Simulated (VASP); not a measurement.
# NaCl (Pm-3m) in VASP: G0W0 quasiparticle levels with PBE

Aim: the G0W0 quasiparticle levels of NaCl with PBE.

Everything below comes from runs of VASP 6.6.1. Logs are shortened: lines on timing, memory, paths and dates and some standing lists are left out, and cuts for length are marked.

## Step 1: The cell of the first run

It takes space group Pm-3m (No. 221, cubic). Conventional cell: a = 3.460 Å, b = 3.460 Å, c = 3.460 Å, α = 90.00°, β = 90.00°, γ = 90.00°. Within 3.9 Å of Na (site symmetry m-3m) lie 8 Cl at 3.00 Å and 6 Na at 3.46 Å. Cl (site symmetry m-3m) has 8 Na at 3.00 Å and 6 Cl at 3.46 Å within 3.9 Å.

## Step 2: G0W0 quasiparticle levels, PBE

File POSCAR:

```
NaCl
1.0
    3.4595453127      0.0000000000      0.0000000000
    0.0000000000      3.4595453127      0.0000000000
    0.0000000000      0.0000000000      3.4595453127
Na Cl
1 1
Direct
    0.0000000000      0.0000000000      0.0000000000
    0.5000000000      0.5000000000      0.5000000000
```

File INCAR.step1:

```
PREC = Accurate
ENCUT = 500
EDIFF = 1E-8
ISMEAR = 0
SIGMA = 0.01
LREAL = False
LASPH = True
NELM = 100
ALGO = Normal
LWAVE = True
LCHARG = False
GGA = PE
```

File INCAR.step2:

```
PREC = Accurate
ENCUT = 500
EDIFF = 1E-8
ISMEAR = 0
SIGMA = 0.01
LREAL = False
LASPH = True
NELM = 1
ALGO = Exact
LWAVE = True
LCHARG = False
GGA = PE
NBANDS = 131
LOPTICS = True
ISTART = 1
```

File INCAR.step3:

```
PREC = Accurate
ENCUT = 500
EDIFF = 1E-8
ISMEAR = 0
SIGMA = 0.01
LREAL = False
LASPH = True
ALGO = EVGW0
LWAVE = False
LCHARG = False
GGA = PE
NELMGW = 1
NBANDS = 131
ENCUTGW = 120.0
NOMEGA = 96
PRECFOCK = Fast
ISTART = 1
NBANDSGW = 16
OMEGAMAX = 20
```

File KPOINTS:

```
Automatic mesh
0
Gamma
  4 4 4
```

Potentials or basis: VASP PAW PBE potentials, release 64 (Na_sv_GW, Cl_GW).

Command:

```sh
$ cat potpaw_PBE.64/Na_sv_GW/POTCAR potpaw_PBE.64/Cl_GW/POTCAR > POTCAR
$ cp INCAR.step1 INCAR
$ mpirun -np 1 vasp_std > vasp.out
$ cp INCAR.step2 INCAR
$ mpirun -np 1 vasp_std > vasp.out
$ cp INCAR.step3 INCAR
$ mpirun -np 1 vasp_std > vasp.out
```

OUTCAR:

```text
PREC = Accurate
   ENCUT = 500
   EDIFF = 1E-8
   ISMEAR = 0
   LREAL = False
   LASPH = True
   GGA = PE
   NELMGW = 1
   ENCUTGW = 120.0
   PRECFOCK = Fast
   ISTART = 1

 ion  position               nearest neighbor table
   1  0.000  0.000  0.000-
   2  0.500  0.500  0.500-

  LATTYP: Found a simple cubic cell.
 ALAT       =     3.4595453127

  Lattice vectors:

 A1 = (   3.4595453127,   0.0000000000,   0.0000000000)
 A2 = (   0.0000000000,   3.4595453127,   0.0000000000)
 A3 = (   0.0000000000,   0.0000000000,   3.4595453127)

Analysis of symmetry for initial positions (statically):
=====================================================================
 Subroutine PRICEL returns:
 Original cell was already a primitive cell.

 Routine SETGRP: Setting up the symmetry group for a
 simple cubic supercell.

 Subroutine GETGRP returns: Found 48 space group operations
 (whereof 48 operations were pure point group operations)
 out of a pool of 48 trial point group operations.

The static configuration has the point symmetry O_h .

Analysis of symmetry for dynamics (positions and initial velocities):
=====================================================================
 Subroutine PRICEL returns:
 Original cell was already a primitive cell.

 Routine SETGRP: Setting up the symmetry group for a
 simple cubic supercell.

 Subroutine GETGRP returns: Found 48 space group operations
 (whereof 48 operations were pure point group operations)
 out of a pool of 48 trial point group operations.

The dynamic configuration has the point symmetry O_h .

 Subroutine INISYM returns: Found 48 space group operations
 (whereof 48 operations are pure point group operations),
 and found     1 'primitive' translations

----------------------------------------------------------------------------------------

                                     Primitive cell

  volume of cell :      41.4054

  direct lattice vectors                    reciprocal lattice vectors
     3.459545313  0.000000000  0.000000000     0.289055327  0.000000000  0.000000000
     0.000000000  3.459545313  0.000000000     0.000000000  0.289055327  0.000000000
     0.000000000  0.000000000  3.459545313     0.000000000  0.000000000  0.289055327

[... 48 lines left out ...]
  0.500000  0.500000  0.250000      6.000000
  0.500000  0.500000  0.500000      1.000000
   k-points           NKPTS =     10   k-points in BZ     NKDIM =     64   number of bands    NBANDS=    131
   number of dos      NEDOS =    301   number of ions     NIONS =      2
   total plane-waves  NPLWV =  21952
   dimension x,y,z NGX =    28 NGY =   28 NGZ =   28
   dimension x,y,z NGXF=    56 NGYF=   56 NGZF=   56
   ions per type =               1   1
   NGX,Y,Z   is equivalent  to a cutoff of  13.46, 13.46, 13.46 a.u.
   NGXF,Y,Z  is equivalent  to a cutoff of  26.91, 26.91, 26.91 a.u.
 SYSTEM =  unknown system
   PREC   = accura    normal or accurate (medium, high low for compatibility)
   ISTART =      1    job   : 0-new  1-cont  2-samecut
   ICHARG =      0    charge: 1-file 2-atom 10-const
   ISPIN  =      1    spin polarized calculation?
   LNONCOLLINEAR =      F non collinear calculations
   LSORBIT =      F    spin-orbit coupling
   LASPH  =      T    aspherical Exc in radial PAW
   ENCUT  =  500.0 eV  36.75 Ry    6.06 a.u.   6.31  6.31  6.31*2*pi/ulx,y,z
   NELM   =     60;   NELMIN=  2; NELMDL=  0     # of ELM steps
   EDIFF  = 0.1E-07   stopping-criterion for ELM
   LREAL  =      F    real-space projection
   EDIFFG = 0.1E-06   stopping-criterion for IOM
   NSW    =      0    number of steps for IOM
   IBRION =     -1    ionic relax: 0-MD 1-quasi-New 2-CG
   NFREE  =      0    steps in history (QN), initial steepest desc. (CG)
   ISIF   =      0    stress and relaxation
   ISYM   =      3    0-nonsym 1-usesym 2-fastsym
   POTIM  = 0.5000    time-step for ionic-motion
   TEBEG  =    0.0;   TEEND  =   0.0 temperature during run
   PSTRESS=    0.0 pullay stress
   NELECT =      16.0000    total number of electrons
   NUPDOWN=      -1.0000    fix difference up-down
   EMIN   =  10.00;   EMAX   =-10.00  energy-range for DOS
   EFERMI =   0.00;   METHOD = LEGACY
   ISMEAR =     0;   SIGMA  =   0.01  broadening in eV -4-tet -1-fermi 0-gaus
   EFERMI_NEDOS =   21; number of points for ismear=-14 and -15
   IALGO  =     38    algorithm
   IMIX   =      4    mixing-type and parameters
     AMIX     =   0.40;   BMIX     =  1.00
     AMIX_MAG =   1.60;   BMIX_MAG =  1.00
  volume/ion in A,a.u.               =      20.70       139.71
  Fermi-wavevector in a.u.,A,eV,Ry     =   1.192420  2.253346 19.345644  1.421865
  Thomas-Fermi vector in A             =   2.328458
   LORBIT       =      0    0 simple, 1 ext, 2 COOP (PROOUT), +10 PAW based schemes
   GGA     = PE    functional components
   LHFCALC =     T    Hartree Fock is set to
   PRECFOCK=fast      Normal, Fast or Accurate (Low or Medium for compatibility)
   ENCUT4O =  -1.0   cutoff for four orbital integrals eV
   NKREDX  =     1    reduce k-point grid by
   NKREDY  =     1    reduce k-point grid by
   NKREDZ  =     1    reduce k-point grid by
   AEXX    =    1.0000 exact exchange contribution
   HFSCREEN=    0.0000 screening length (either q_TF or 0.3 A-1)
   HFSCREENC=   0.0000 screening length for correlation (either q_TF or 0.3 A-1)
   ENCUTFOCK=  -1.0 apply spherical cutoff to Coloumb kernel
   IVDW    =     0    specifies the selected vdW correction
   LEPSILON=     F    determine dielectric tensor
   LRPA    =     F    only Hartree local field effects (RPA)
   LRPAFORCE           =     F    calculate RPA forces
   ENCUTGW             = 120.0    cutoff for response function in eV
   ENCUTGWSOFT         =  96.0    soft cutoff for Coulomb kernel in GW response function in eV
   ENCUTLF             =  -1.0    cutoff for local field effects
   NELMGW              =     1    number of iterations in solving QP/BSE equation
   NELMHF              =     1    number of iterations in the inner HF iteration
   NKREDLFX            =     1    NKREDLFY  =   1   NKREDLFZ  =   1
 non-spin polarized calculation
 Gauss-broadening in eV      SIGMA  =   0.01
  energy-cutoff  :      500.00
  volume of cell :       41.41
 maximum number of plane-waves:      1064
 NGX is ok and might be reduce to    28
  NGX = 14; NGY = 14; NGZ = 14
   NGX = 13   NGY = 13   NGZ = 13
 maximum number of plane-waves:       136
 NGX is ok and might be reduce to    14

 QP shifts <psi_nk| G(iteration)W_0 |psi_nk>: iteration 1
 for sc-GW calculations column KS-energies equals QP-energies in previous step
 and V_xc(KS)=  KS-energies - (<T + V_ion + V_H > + <T+V_H+V_ion>^1  + <V_x>^1)

 k-point   1 :       0.0000    0.0000    0.0000
  band No.  KS-energies  QP-energies   sigma(KS)   V_xc(KS)     V^pw_x(r,r')   Z            occupation Imag(sigma)

      1     -49.6535     -59.1331     -41.6336     -29.2730     -49.1259       0.7669       2.0000       0.2003
      2     -21.5749     -27.4408     -35.6532     -28.3473     -41.3940       0.8029       2.0000       0.0420
      3     -21.5749     -27.4408     -35.6532     -28.3473     -41.3940       0.8029       2.0000       0.0420
      4     -21.5749     -27.4408     -35.6532     -28.3473     -41.3940       0.8029       2.0000       0.0420
      5     -13.0309     -13.9794     -16.3835     -14.8268     -24.1521       0.6093       2.0000       1.1194
      6      -0.0461      -1.7539     -16.5736     -14.4054     -18.7320       0.7876       2.0000       0.0365
[... 175 lines left out ...]
      2     -21.6052     -27.4480     -35.5612     -28.2686     -41.2963       0.8012       2.0000       0.0418
      3     -21.6052     -27.4480     -35.5612     -28.2686     -41.2963       0.8012       2.0000       0.0418
      4     -21.6052     -27.4480     -35.5612     -28.2686     -41.2963       0.8012       2.0000       0.0418
      5     -12.0491     -13.1268     -17.2026     -15.7062     -24.6957       0.7202       2.0000       1.0135
      6      -1.4847      -3.3636     -15.7009     -13.2756     -18.1067       0.7747       2.0000       0.0450
[... 8 lines left out ...]
     15      16.7137      17.7653      -8.5460      -9.8886      -3.7893       0.7833       0.0000      -0.3055
     16      19.3747      21.2482     -11.0990     -13.5457      -5.6189       0.7658       0.0000      -0.3501
```

OUTCAR.step1:

```text
PREC = Accurate
   ENCUT = 500
   EDIFF = 1E-8
   ISMEAR = 0
   LREAL = False
[... 355 lines left out ...]
      0.00000      0.00000      0.00000         0.000000      0.000000      0.000000
      1.72977      1.72977      1.72977         0.000000      0.000000      0.000000
 -----------------------------------------------------------------------------------
    total drift:                               -0.000000      0.000000      0.000000

  FREE ENERGIE OF THE ION-ELECTRON SYSTEM (eV)
  ---------------------------------------------------
  free  energy   TOTEN  =        -8.5354944481 eV

  energy  without entropy=       -8.5354944481  energy(sigma->0) =       -8.53549445
```

It took 2.3 min on 1 thread of Intel Xeon 6975P-C (Granite Rapids), shared host; peak memory 0.4 GiB.

What came out:

```yaml
Quasiparticle_gap: 6.61 eV
Least_direct_quasiparticle_gap: 7.21 eV
Band_gap_of_the_starting_levels_on_the_mesh: 4.11 eV
Least_direct_gap_of_the_starting_levels_on_the_mesh: 4.63 eV
```

Caveat: the k points lie up to 0.45 Å⁻¹ apart; bands, screening cutoff and mesh are small and nothing is extrapolated, so the quasiparticle values aren't converged; the structure was generated, so it needn't be the stable form of NaCl.
